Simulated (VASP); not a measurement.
Write the native input for VASP 6.6.1 that does the following.

```yaml
Task: single point
Functional: PBE
Potentials_or_basis: VASP PAW PBE potentials, release 64 (Mn_pv, O)
Cutoff: 600 eV
k_mesh: 8 × 8 × 8
Occupations: gaussian, width 0.05 eV
Spin: no spin polarisation
Dipole_correction: no
Further_INCAR_settings: ALGO = Normal; EDIFF = 1e-06; NBANDS = 16
```

The structure of MnO lies in POSCAR:

```
MnO
1.0
    0.0000000000      2.2229500000      2.2229500000
    2.2229500000      0.0000000000      2.2229500000
    2.2229500000      2.2229500000      0.0000000000
Mn O
1 1
Direct
    0.0000000000      0.0000000000      0.0000000000
    0.5000000000      0.5000000000      0.5000000000
```

One way to write it, as run:

INCAR

```
SYSTEM = MnO
ALGO     = Normal         ! electronic algorithm
EDIFF    = 1E-6           ! SCF threshold, eV
ENCUT    = 600            ! plane-wave cutoff, eV
GGA      = PE             ! functional
GGA_COMPAT= .FALSE.      
ISIF     = 2              ! what is computed and relaxed
ISMEAR   = 0              ! smearing method
LASPH    = .TRUE.         ! aspherical terms in the spheres
LCHARG   = .TRUE.         ! write CHGCAR
LELF     = .TRUE.         ! ELF
LREAL    = .FALSE.        ! projectors in reciprocal space
LVHAR    = .TRUE.       
LWAVE    = .FALSE.        ! write WAVECAR
NBANDS   = 16             ! bands
NELM     = 120            ! most SCF steps
PREC     = Accurate       ! precision mode
SIGMA    = 0.05           ! smearing width, eV
```

KPOINTS

```
k-points
0
G
  8 8 8
  0 0 0
```

Potentials or basis: VASP PAW PBE potentials, release 64 (Mn_pv, O).

Run with:

```bash
$ cat potpaw_PBE.64/Mn_pv/POTCAR potpaw_PBE.64/O/POTCAR > POTCAR
$ mpirun -np 1 vasp_std > vasp.out
```

Results of the run:

```yaml
Pressure: -34.2 GPa
```

Caveat: an odd number of electrons without spin polarisation forces a metal; a magnetic or distorted state may lie lower; the run has no spin polarisation, though such a crystal can be magnetic.

Wall time 26 s on 1 thread of Intel(R) Xeon(R) Platinum 8375C CPU @ 2.90GHz (Ice Lake), on a shared host, peak memory 0.16 GiB.
